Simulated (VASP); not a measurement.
# AlCu (Cmmm) in VASP: a series of runs

AlCu is run at these levels: r2SCAN; tasks: single point.

Program: VASP 6.6.1. These are calculated values, not measurements. Logs are shortened: lines on timing, memory, paths and dates and some standing lists are left out, and cuts for length are marked.

**1. The cell of the first run**

Symmetry: Cmmm, No. 65, orthorhombic system. Conventional cell: a = 4.154 Å, b = 4.324 Å, c = 2.998 Å, α = 90.00°, β = 90.00°, γ = 90.00°. Within 3.4 Å of Al (site symmetry mmm) lie 8 Cu at 2.56 to 2.63 Å and 6 Al at 3.00 Å. Cu (site symmetry mmm) has 8 Al at 2.56 to 2.63 Å and 6 Cu at 3.00 Å within 3.4 Å.

**2. Single point, r2SCAN (strain -0.0400 x Voigt [0, 0, 0, 0, 0, 1])**

Input file POSCAR:

```
AlCu
1.0
    2.9975090000     -0.0599501800      0.0000000000
   -0.0599501800      2.9975090000      0.0000000000
    0.0000000000      0.0000000000      2.9975090000
Al Cu
1 1
Direct
    0.0000000000      0.0000000000      0.0000000000
    0.5000000000      0.5000000000      0.5000000000
```

Input file INCAR.step1:

```
ALGO = Normal
EDIFF = 1E-4
ENCUT = 520
GGA = PE
ISMEAR = 0
LASPH = True
LCHARG = False
LREAL = False
LWAVE = True
NBANDS = 14
NELM = 100
PREC = Accurate
SIGMA = 0.15
```

Input file INCAR.step2:

```
ALGO = Normal
EDIFF = 1E-6
ENCUT = 520
ISIF = 2
ISMEAR = 0
ISTART = 1
LASPH = True
LCHARG = False
LMIXTAU = True
LREAL = False
LWAVE = False
METAGGA = R2SCAN
NBANDS = 14
NELM = 100
PREC = Accurate
SIGMA = 0.15
```

Input file KPOINTS:

```
k-points
0
Gamma
  16 16 16
```

Potentials or basis: VASP PAW PBE potentials, release 64 (Al, Cu).

On the command line:

```
$ cat potpaw_PBE.64/Al/POTCAR potpaw_PBE.64/Cu/POTCAR > POTCAR
$ cp INCAR.step1 INCAR
$ mpirun -np 1 vasp_std > vasp.out
$ cp INCAR.step2 INCAR
$ mpirun -np 1 vasp_std > vasp.out
```

OUTCAR:

```text
EDIFF = 1E-6
   ENCUT = 520
   ISIF = 2
   ISMEAR = 0
   ISTART = 1
   LASPH = True
   LREAL = False
   METAGGA = R2SCAN
   NELM = 100
   PREC = Accurate

 ion  position               nearest neighbor table
   1  0.000  0.000  0.000-   2 2.56   2 2.56   2 2.56   2 2.56   2 2.63   2 2.63   2 2.63   2 2.63

   2  0.500  0.500  0.500-   1 2.56   1 2.56   1 2.56   1 2.56   1 2.63   1 2.63   1 2.63   1 2.63

  LATTYP: Found a base centered orthorhombic cell.
 ALAT       =     4.1543355235
 B/A-ratio  =     1.0408163265
 C/A-ratio  =     0.7215375318

  Lattice vectors:

 A1 = (   2.9975090000,  -0.0599501800,   0.0000000000)
 A2 = (  -0.0599501800,   2.9975090000,   0.0000000000)
 A3 = (   0.0000000000,   0.0000000000,   2.9975090000)

Analysis of symmetry for initial positions (statically):
=====================================================================
 Subroutine PRICEL returns:
 Original cell was already a primitive cell.

 Routine SETGRP: Setting up the symmetry group for a
 base centered orthorhombic supercell.

 Subroutine GETGRP returns: Found  8 space group operations
 (whereof  8 operations were pure point group operations)
 out of a pool of  8 trial point group operations.

The static configuration has the point symmetry D_2h.

Analysis of symmetry for dynamics (positions and initial velocities):
=====================================================================
 Subroutine PRICEL returns:
 Original cell was already a primitive cell.

 Routine SETGRP: Setting up the symmetry group for a
 base centered orthorhombic supercell.

 Subroutine GETGRP returns: Found  8 space group operations
 (whereof  8 operations were pure point group operations)
 out of a pool of  8 trial point group operations.

The dynamic configuration has the point symmetry D_2h.

 Subroutine INISYM returns: Found  8 space group operations
 (whereof  8 operations are pure point group operations),
 and found     1 'primitive' translations

----------------------------------------------------------------------------------------

                                     Primitive cell

  volume of cell :      26.9220

  direct lattice vectors                    reciprocal lattice vectors
     2.997509000 -0.059950180  0.000000000     0.333743839  0.006674877  0.000000000
    -0.059950180  2.997509000  0.000000000     0.006674877  0.333743839  0.000000000
     0.000000000  0.000000000  2.997509000     0.000000000  0.000000000  0.333610341

  length of vectors
     2.998108442  2.998108442  2.997509000     0.333810581  0.333810581  0.333610341

  position of ions in fractional coordinates (direct lattice)
     0.000000000  0.000000000  0.000000000
     0.500000000  0.500000000  0.500000000

  ion indices of the primitive-cell ions
   primitive index   ion index
                 1           1
                 2           2

----------------------------------------------------------------------------------------

 KPOINTS: k-points

Automatic generation of k-mesh.
 Grid dimensions read from file:
 generate k-points for:   16   16   16

 Generating k-lattice:

  Cartesian coordinates                     Fractional coordinates (reciprocal lattice)
     0.020858990  0.000417180  0.000000000     0.062500000  0.000000000  0.000000000
     0.000417180  0.020858990  0.000000000     0.000000000  0.062500000  0.000000000
     0.000000000  0.000000000  0.020850646     0.000000000  0.000000000  0.062500000

  Length of vectors
     0.020863161  0.020863161  0.020850646

  Shift w.r.t. Gamma in fractional coordinates (k-lattice)
     0.000000000  0.000000000  0.000000000

 Subroutine IBZKPT returns following result:
 ===========================================

 Found    657 irreducible k-points:

 Following reciprocal coordinates:
            Coordinates               Weight
  0.000000  0.000000  0.000000      1.000000
  0.062500  0.000000  0.000000      4.000000
  0.125000  0.000000  0.000000      4.000000
  0.187500  0.000000  0.000000      4.000000
  0.250000  0.000000  0.000000      4.000000
  0.312500 -0.000000  0.000000      4.000000
[... 16 lines left out ...]
 -0.125000  0.062500  0.000000      4.000000
 -0.062500  0.062500  0.000000      2.000000
 [... further k-points ...]
   k-points           NKPTS =    657   k-points in BZ     NKDIM =    657   number of bands    NBANDS=     14
   number of dos      NEDOS =    301   number of ions     NIONS =      2
   total plane-waves  NPLWV =  13824
   dimension x,y,z NGX =    24 NGY =   24 NGZ =   24
   dimension x,y,z NGXF=    48 NGYF=   48 NGZF=   48
   ions per type =               1   1
   NGX,Y,Z   is equivalent  to a cutoff of  13.31, 13.31, 13.31 a.u.
   NGXF,Y,Z  is equivalent  to a cutoff of  26.62, 26.62, 26.62 a.u.
 SYSTEM =  unknown system
   PREC   = accura    normal or accurate (medium, high low for compatibility)
   ISTART =      1    job   : 0-new  1-cont  2-samecut
   ICHARG =      0    charge: 1-file 2-atom 10-const
   ISPIN  =      1    spin polarized calculation?
   LNONCOLLINEAR =      F non collinear calculations
   LSORBIT =      F    spin-orbit coupling
   LASPH  =      T    aspherical Exc in radial PAW
   ENCUT  =  520.0 eV  38.22 Ry    6.18 a.u.   5.57  5.57  5.57*2*pi/ulx,y,z
   NELM   =    100;   NELMIN=  2; NELMDL=  0     # of ELM steps
   EDIFF  = 0.1E-05   stopping-criterion for ELM
   LREAL  =      F    real-space projection
   EDIFFG = 0.1E-04   stopping-criterion for IOM
   NSW    =      0    number of steps for IOM
   IBRION =     -1    ionic relax: 0-MD 1-quasi-New 2-CG
   NFREE  =      0    steps in history (QN), initial steepest desc. (CG)
   ISIF   =      2    stress and relaxation
   ISYM   =      2    0-nonsym 1-usesym 2-fastsym
   POTIM  = 0.5000    time-step for ionic-motion
   TEBEG  =    0.0;   TEEND  =   0.0 temperature during run
   PSTRESS=    0.0 pullay stress
   NELECT =      14.0000    total number of electrons
   NUPDOWN=      -1.0000    fix difference up-down
   EMIN   =  10.00;   EMAX   =-10.00  energy-range for DOS
   EFERMI =   0.00;   METHOD = LEGACY
   ISMEAR =     0;   SIGMA  =   0.15  broadening in eV -4-tet -1-fermi 0-gaus
   EFERMI_NEDOS =   21; number of points for ismear=-14 and -15
   IALGO  =     38    algorithm
   IMIX   =      4    mixing-type and parameters
     AMIX     =   0.40;   BMIX     =  1.00
     AMIX_MAG =   1.60;   BMIX_MAG =  1.00
  volume/ion in A,a.u.               =      13.46        90.84
  Fermi-wavevector in a.u.,A,eV,Ry     =   1.316482  2.487790 23.580596  1.733125
  Thomas-Fermi vector in A             =   2.446591
   LORBIT       =      0    0 simple, 1 ext, 2 COOP (PROOUT), +10 PAW based schemes
   METAGGA = R2SCAN    functional components
   LHFCALC =     F    Hartree Fock is set to
   AEXX    =    0.0000 exact exchange contribution
   IVDW    =     0    specifies the selected vdW correction
   LEPSILON=     F    determine dielectric tensor
   LRPA    =     F    only Hartree local field effects (RPA)
 non-spin polarized calculation
 Gauss-broadening in eV      SIGMA  =   0.15
  energy-cutoff  :      520.00
  volume of cell :       26.92
 maximum number of plane-waves:       748
   NGX = 11   NGY = 11   NGZ = 11

 number of electron      14.0000015 magnetization

 Free energy of the ion-electron system (eV)
  ---------------------------------------------------
  ext. energy  EPLUGINS =         0.00000000
  ---------------------------------------------------
  free energy    TOTEN  =       -17.88409110 eV

  energy without entropy =      -17.87822797  energy(sigma->0) =      -17.88115954

 E-fermi :   9.0442     XC(G=0): -12.4269

 val. band max:        9.0414975999   @ k =   0.4375   0.0625   0.3750
 cond. band min:       9.0477339656   @ k =  -0.3750   0.0625   0.4375
 fundamental gap:      0.0062363657
 Fermi energy:         9.0442105304

 k-point     1 :       0.0000    0.0000    0.0000
  band No.  band energies     occupation
      1      -3.0976      2.00000
      2       3.8999      2.00000
      3       3.9092      2.00000
      4       4.9517      2.00000
      5       4.9914      2.00000
      6       5.0335      2.00000
      7      12.9737      0.00000
      8      13.1224      0.00000
      9      13.3167      0.00000
     10      15.4915      0.00000
     11      15.5043      0.00000
     12      20.1298      0.00000
     13      28.1795      0.00000
     14      28.2990      0.00000

 k-point     2 :       0.0625    0.0000    0.0000
  band No.  band energies     occupation
      1      -3.0278      2.00000
      2       3.9066      2.00000
      3       3.9154      2.00000
      4       4.9419      2.00000
      5       4.9726      2.00000
      6       5.0263      2.00000
      7      12.2166      0.00000
      8      13.2065      0.00000
      9      13.2467      0.00000
     10      15.5222      0.00000
     11      16.3017      0.00000
     12      20.4070      0.00000
     13      27.1641      0.00000
     14      27.4888      0.00000

 k-point     3 :       0.1250    0.0000    0.0000
  band No.  band energies     occupation
      1      -2.8189      2.00000
      2       3.9085      2.00000
      3       3.9432      2.00000
      4       4.9032      2.00000
      5       4.9200      2.00000
      6       5.0174      2.00000
      7      10.7158      0.00000
      8      13.4552      0.00000
      9      13.4722      0.00000
     10      15.6046      0.00000
     11      17.4179      0.00000
     12      21.3159      0.00000
     13      25.6201      0.00000
     14      25.9587      0.00000
[... 324 lines left out ...]
 k-point    23 :      -0.1250    0.0625    0.0000
  band No.  band energies     occupation
      1      -2.7611      2.00000
      2       3.9237      2.00000
      3       3.9502      2.00000
      4       4.8936      2.00000
      5       4.9089      2.00000
      6       4.9970      2.00000
      7      10.8009      0.00000
      8      12.7539      0.00000
      9      13.5234      0.00000
     10      16.1015      0.00000
     11      17.6771      0.00000
     12      21.4256      0.00000
     13      24.1840      0.00000
     14      26.0691      0.00000

 k-point    24 :      -0.0625    0.0625    0.0000
  band No.  band energies     occupation
      1      -2.9639      2.00000
      2       3.9155      2.00000
      3       3.9232      2.00000
      4       4.9397      2.00000
      5       4.9503      2.00000
      6       5.0125      2.00000
      7      12.0730      0.00000
      8      12.7039      0.00000
      9      13.2828      0.00000
     10      15.9309      0.00000
     11      16.6226      0.00000
     12      20.6217      0.00000
     13      25.7514      0.00000
     14      27.5625      0.00000

 [... further k-points ...]

------------------------ aborting loop because EDIFF is reached ----------------------------------------

  FORCE on cell =-STRESS in cart. coord.  units (eV):
  Direction    XX          YY          ZZ          XY          YZ          ZX
  --------------------------------------------------------------------------------------
  -------------------------------------------------------------------------------------
  Total       -0.7404191     -0.7404191     -0.8519605      0.2947353      0.0000000      0.0000000
  in kB      -44.0636497    -44.0636497    -50.7016739     17.5402185      0.0000000      0.0000000
  external PRESSURE =     -46.2763244 kB  Pullay stress =       0.0000000 kB

 VOLUME and BASIS-vectors are now :
 -----------------------------------------------------------------------------
  energy-cutoff  :      520.00
  volume of cell :       26.92
      direct lattice vectors                 reciprocal lattice vectors
     2.997509000 -0.059950180  0.000000000     0.333743839  0.006674877  0.000000000
    -0.059950180  2.997509000  0.000000000     0.006674877  0.333743839  0.000000000
     0.000000000  0.000000000  2.997509000     0.000000000  0.000000000  0.333610341

 POSITION                                       TOTAL-FORCE (eV/Angst)
 -----------------------------------------------------------------------------------
      0.00000      0.00000      0.00000         0.000000      0.000000      0.000000
      1.46878      1.46878      1.49875        -0.000000      0.000000      0.000000
 -----------------------------------------------------------------------------------
    total drift:                                0.000000      0.000000     -0.000000

  FREE ENERGIE OF THE ION-ELECTRON SYSTEM (eV)
  ---------------------------------------------------
  free  energy   TOTEN  =       -17.8840911002 eV

  energy  without entropy=      -17.8782279749  energy(sigma->0) =      -17.88115954
```

Wall time 3.2 min (1 thread of Intel Xeon 6975P-C (Granite Rapids), shared host); peak memory 0.36 GiB.

What came out:

```yaml
Free_energy: -17.8841 eV
Pressure: -4.6 GPa
Band_gap_on_the_k_mesh: zero (band 7 reaches 12.97 eV, above the bottom of band 8 at 8.08 eV)
```

Caveat: the cell differs from its parent crystal (strain -0.0400 x Voigt [0, 0, 0, 0, 0, 1]); the PAW data sets were made with another functional, which shifts forces and pressure a little.

**3. Single point, r2SCAN (strain +0.0300 x Voigt [0, 0, 0, 0, 0, 1])**

Input file POSCAR:

```
AlCu
1.0
    2.9975090000      0.0449626350      0.0000000000
    0.0449626350      2.9975090000      0.0000000000
    0.0000000000      0.0000000000      2.9975090000
Al Cu
1 1
Direct
    0.0000000000      0.0000000000      0.0000000000
    0.5000000000      0.5000000000      0.5000000000
```

Input file INCAR.step1:

```
PREC = Accurate
ENCUT = 520
ISMEAR = 0
SIGMA = 0.15
LREAL = False
LASPH = True
NELM = 60
NBANDS = 14
GGA = PE
ALGO = Normal
EDIFF = 1E-4
LWAVE = True
LCHARG = False
```

Input file INCAR.step2:

```
PREC = Accurate
ENCUT = 520
EDIFF = 1E-6
ISMEAR = 0
SIGMA = 0.15
LREAL = False
LASPH = True
NELM = 60
ALGO = Normal
ISIF = 2
LWAVE = False
LCHARG = False
METAGGA = R2SCAN
LMIXTAU = True
NBANDS = 14
ISTART = 1
```

Input file KPOINTS:

```
regular mesh
0
Gamma
  16 16 16
```

Potentials or basis: VASP PAW PBE potentials, release 64 (Al, Cu).

On the command line:

```
$ cat potpaw_PBE.64/Al/POTCAR potpaw_PBE.64/Cu/POTCAR > POTCAR
$ cp INCAR.step1 INCAR
$ mpirun -np 1 vasp_std > vasp.out
$ cp INCAR.step2 INCAR
$ mpirun -np 1 vasp_std > vasp.out
```

It took 3.2 min on 1 thread of Intel Xeon 6975P-C (Granite Rapids), shared host; peak memory 0.35 GiB.

The run converged. Its results:

| Item | Value |
| --- | --- |
| Free energy | -17.8864 eV |
| Pressure | -4.7 GPa |
| Band gap on the k mesh | zero (band 7 reaches 13.01 eV, above the bottom of band 8 at 8.12 eV) |

Stress tensor (GPa, compression positive):
```
-4.61 -1.20  0.00
-1.20 -4.61  0.00
 0.00  0.00 -4.97
```

Levels at points of the mesh, in eV from the Fermi level:
| k point | band 3 | band 4 | band 5 | band 6 | band 7 | band 8 | band 9 | band 10 | band 11 | band 12 |
| --- | --- | --- | --- | --- | --- | --- | --- | --- | --- | --- |
| (0.00, 0.00, 0.00) | -5.15 | -4.09 | -4.06 | -4.03 | 3.95 | 4.07 | 4.21 | 6.43 | 6.44 | 11.07 |
| (0.50, 0.00, 0.00) | -4.87 | -4.51 | -4.51 | -4.00 | -3.34 | 7.36 | 8.47 | 8.54 | 8.99 | 9.05 |
| (0.50, 0.50, 0.00) | -4.42 | -4.38 | -4.23 | -3.84 | -3.72 | -0.94 | 0.01 | 10.89 | 13.22 | 13.56 |
| (0.00, 0.00, 0.50) | -4.86 | -4.56 | -4.47 | -4.01 | -3.34 | 7.46 | 8.34 | 8.61 | 9.01 | 9.11 |
| (0.50, 0.00, 0.50) | -4.40 | -4.40 | -4.04 | -4.04 | -3.72 | -0.87 | -0.07 | 10.83 | 13.30 | 13.36 |
| (0.50, 0.50, 0.50) | -5.69 | -3.70 | -3.70 | 0.51 | 0.63 | 0.88 | 2.03 | 2.17 | 2.38 | 2.44 |

Caveat: the cell differs from its parent crystal (strain +0.0300 x Voigt [0, 0, 0, 0, 0, 1]); the PAW data sets were made with another functional, which shifts forces and pressure a little.
